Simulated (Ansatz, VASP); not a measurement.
**ZnSeS in VASP and in Ansatz**

File INCAR:

```
PREC     = Accurate       # precision mode
ENCUT    = 600            # plane-wave cutoff, eV
EDIFF    = 1E-6           # SCF threshold, eV
ISMEAR   = 0              # smearing method
SIGMA    = 0.1            # smearing width, eV
LREAL    = False          # projectors in reciprocal space
LASPH    = True           # aspherical terms in the spheres
NELM     = 80             # most SCF steps
ALGO     = Normal         # electronic algorithm
ISIF     = 3              # what is computed and relaxed
LWAVE    = False          # write WAVECAR
LCHARG   = False          # write CHGCAR
GGA      = PE             # functional
IBRION   = 2              # ionic algorithm
NSW      = 100            # ionic steps
EDIFFG   = -0.01          # ionic threshold
```

KPOINTS

```
Automatic mesh
0
Gamma
  12 12 10
```

POSCAR

```
ZnSeS
1.0
    3.6331965911      0.0000000000      0.0000000000
    0.0000000000      3.6331965911      0.0000000000
    0.0000000000      0.0000000000      5.1329474572
Zn Se S
1 1 1
Direct
    0.0000000000      0.0000000000      0.0000000000
    0.5000000000      0.5000000000      0.0000000000
    0.5000000000      0.5000000000      0.5000000000
```

Input for Ansatz:

```yaml
crystal:
  lattice:
    - [3.6331965911, 0.0, 0.0]
    - [0.0, 3.6331965911, 0.0]
    - [0.0, 0.0, 5.1329474572]
  atoms:
    - { symbol: Zn, position: [0.0, 0.0, 0.0] }
    - { symbol: Se, position: [0.5, 0.5, 0.0] }
    - { symbol: S, position: [0.5, 0.5, 0.5] }
basis:
  ecutwfc: 420
kpoints:
  mp_grid: { grid: [12, 12, 10] }
hamiltonian:
  xc: pbe
scf:
  occupations: { method: gaussian, width: 0.1 }
output:
  forces: true
  stress: true
  eigenvalues: true
  write_density: true
  write_potential: true
  elf: true
  volumetric_format: npy
relax:
  adjacent_minimum: "off"
  f_tol: 0.01
  max_steps: 80
  cell: { stress_tol: 0.05 }
```

Change from the starting cell: species swapped into the TmCoC type (Pmmm, No. 47).

Alike in both runs: task relaxation of cell and atoms; functional PBE; k mesh 12 × 12 × 10; occupations gaussian, width 0.1 eV; no spin polarisation.

|  | VASP | Ansatz |
| --- | --- | --- |
| version | VASP 6.6.1 | Ansatz 0.2.0 |
| potentials or method | VASP PAW PBE potentials, release 64 (Zn, Se, S), cutoff 600 eV | scalar-relativistic, plane waves, PAW |
| valence electrons in the cell | 24 | 34 |

|  | VASP | Ansatz | Ansatz less VASP |
| --- | --- | --- | --- |
| gap on the k mesh at the Fermi level, each at its own relaxed structure (eV) | none | none | - |
| relaxed volume (Å³/atom) | 22.50 | 22.46 | -0.043 |
| relaxed cell length with the largest relative difference (Å) | 3.688 | 3.685 | -0.0034 |

A gap of «none» marks a metal or a gap that the smearing closes. VASP's potentials hold 24 valence electrons a cell and Ansatz's 34, so a difference there can come from the potentials and not from the codes.
